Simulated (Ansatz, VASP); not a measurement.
**Two plane-wave programs on LaIn2Si2**

The input POSCAR:

```
LaIn2Si2
1.0
    0.0000000000      4.4754700000      0.0000000000
    4.4754700000      0.0000000000      0.0000000000
    2.2377350000      2.2377350000     -5.6138300000
La Si In
1 2 2
Direct
    0.0000000000      0.0000000000      0.0000000000
    0.3800000000      0.3800000000      0.2400000000
    0.6200000000      0.6200000000      0.7600000000
    0.7500000000      0.2500000000      0.5000000000
    0.2500000000      0.7500000000      0.5000000000
```

INCAR.step1

```
SYSTEM = LaIn2Si2
ALGO = Normal
EDIFF = 1E-4
ENCUT = 520
GGA = PE
ISMEAR = -1
LASPH = .TRUE.
LCHARG = .FALSE.
LREAL = .FALSE.
LWAVE = .TRUE.
NBANDS = 30
NELM = 80
PREC = Accurate
SIGMA = 0.1
```

File INCAR.step2:

```
SYSTEM = LaIn2Si2
ALGO = Normal
EDIFF = 1E-7
ENCUT = 520
ISIF = 2
ISMEAR = -1
ISTART = 1
LASPH = .TRUE.
LCHARG = .FALSE.
LMIXTAU = .TRUE.
LREAL = .FALSE.
LWAVE = .FALSE.
METAGGA = R2SCAN
NBANDS = 30
NELM = 80
PREC = Accurate
SIGMA = 0.1
```

Contents of KPOINTS:

```
k-points
0
G
  8 8 8
  0 0 0
```

Input for Ansatz:

```yaml
crystal:
  lattice:
    - [0.0, 4.47547, 0.0]
    - [4.47547, 0.0, 0.0]
    - [2.237735, 2.237735, -5.61383]
  atoms:
    - { symbol: La, position: [0.0, 0.0, 0.0] }
    - { symbol: Si, position: [0.38, 0.38, 0.24] }
    - { symbol: Si, position: [0.62, 0.62, 0.76] }
    - { symbol: In, position: [0.75, 0.25, 0.5] }
    - { symbol: In, position: [0.25, 0.75, 0.5] }
  symmetry: { tolerance: 0.0003 }
kpoints:
  mp_grid: { grid: [8, 8, 8], shift: [0, 0, 0] }
  band_path:
    path:
      - [0.0, 0.0, 0.0]
      - [0.5, 0.5, 0.5]
      - [0.5, 0.5, 0.25]
      - [0.0, 0.5, 0.0]
      - [0.0, 0.0, 0.0]
      - [0.0, 0.0, -0.5]
      - [0.0, 0.42055459, -0.2897227]
      - [0.0, 0.57944541, 0.2897227]
      - [0.0, 0.0, 0.0]
      - [0.5, 0.5, 0.5]
      - [0.42055459, 0.57944541, 0.5]
    npoints: 6
magnetization:
  spin_polarized: false
scf:
  occupations: { method: fermi_dirac }
  lower_state_search: "off"
  max_iter: 200
hamiltonian:
  pseudopotentials: { kind: paw }
  xc: r2scan
basis:
  ecutwfc: 500
  fft_grid_basis: typed
output:
  forces: true
  stress: true
  eigenvalues: true
  bader: true
  populations: true
  elf: true
  write_potential: true
  volumetric_format: npy
  dos:
    e_range: [-12, 8]
    de: 0.05
    projected: { site_lists: { In: [In], La: [La], Si: [Si] } }
  write_density: true
checkpoint:
  read: saved_state
```

Alike in both runs: task single point; functional r2SCAN; k mesh 8 × 8 × 8; no spin polarisation.

|  | VASP | Ansatz |
| --- | --- | --- |
| version | VASP 6.6.1 | Ansatz 0.2.0 |
| potentials or method | VASP PAW PBE potentials, release 64 (La, Si, In_d), cutoff 520 eV | PAW plane waves |
| occupations | fermi-dirac, width 0.1 eV | fermi-dirac |
| valence electrons in the cell | 45 | 45 |

VASP gave:

* pressure (GPa): 4.4
* traceless stress, the component that is largest in VASP (GPa): -1.46
* rms of the force components (eV/Å): 0.573

Task: Estimate Ansatz's values.

Result: Pressure (GPa): 4.4; traceless stress, the component that is largest in VASP (GPa): -1.44; rms of the force components (eV/Å): 0.572.

VASP's potentials were made for PBE, not for r2SCAN. Atom by atom the forces differ by 0.000 eV/Å (rms over components).

Neither program's run includes spin-orbit coupling.
